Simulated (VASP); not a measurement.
Write the native input for VASP 6.6.1 that does the following.

```yaml
Task: relaxation of cell and atoms
Functional: PBE
Potentials_or_basis: VASP PAW PBE potentials, release 64 (Ca_sv, S)
Cutoff: 600 eV
k_mesh: 6 × 6 × 2
Occupations: gaussian, width 0.1 eV
Spin: no spin polarisation
Dipole_correction: no
Further_INCAR_settings: ALGO = Normal; EDIFF = 1e-06; IBRION = 2; EDIFFG = -0.04; NSW = 90; ISIF = 3
```

The structure of Ca3S lies in POSCAR:

```
Ca3S
1.0
    3.1856380300      0.0000000000      0.0000000000
   -1.5928190200      2.7588434600      0.0000000000
    0.0000000000      0.0000000000     10.5750135700
Ca S
3 1
Direct
    0.6666666700      0.3333333300      0.5000000000
    0.3333333300      0.6666666700      0.2463857700
    0.3333333300      0.6666666700      0.7536142300
    0.6666666700      0.3333333300      0.0000000000
```

These files were run (other wordings do the same):

INCAR

```
SYSTEM = Ca3S
PREC = Accurate
ENCUT = 600
EDIFF = 1E-6
ISMEAR = 0
SIGMA = 0.1
LREAL = .False.
LASPH = .True.
NELM = 100
ALGO = Normal
ISIF = 3
LWAVE = .False.
LCHARG = .False.
GGA = PE
IBRION = 2
NSW = 90
EDIFFG = -0.04
```

KPOINTS

```
Automatic mesh
0
Gamma
  6 6 2
  0 0 0
```

Potentials or basis: VASP PAW PBE potentials, release 64 (Ca_sv, S).

Command:

```console
$ cat potpaw_PBE.64/Ca_sv/POTCAR potpaw_PBE.64/S/POTCAR > POTCAR
$ mpirun -np 1 vasp_std > vasp.out
```

It gave:

```json
{
 "Relaxed volume": "33.19 Å³/atom",
 "Relaxed cell": "a = 3.907 Å, b = 3.907 Å, c = 10.044 Å, α = 90.00°, β = 90.00°, γ = 120.00°",
 "Space group after relaxing (to 0.05 Å)": "P-6m2 (No. 187)",
 "Energy gained by relaxing": "1291.3 meV/atom",
 "Ionic steps": "13",
 "Pressure after relaxing": "0.0 GPa",
 "Largest force after relaxing": "0.010 eV/Å",
 "Band gap on the k mesh": "zero (band 18 reaches 3.16 eV, above the bottom of band 19 at 2.48 eV)"
}
```

Caveat: the k points lie up to 0.31 Å⁻¹ apart in the final cell; the volume moved by over 15 % at a fixed basis, so the end points are rough.

Wall time 10 min on 1 thread of AMD EPYC 7R43 64-Core Processor (Zen 3), with other jobs on the host, peak memory 0.22 GiB.
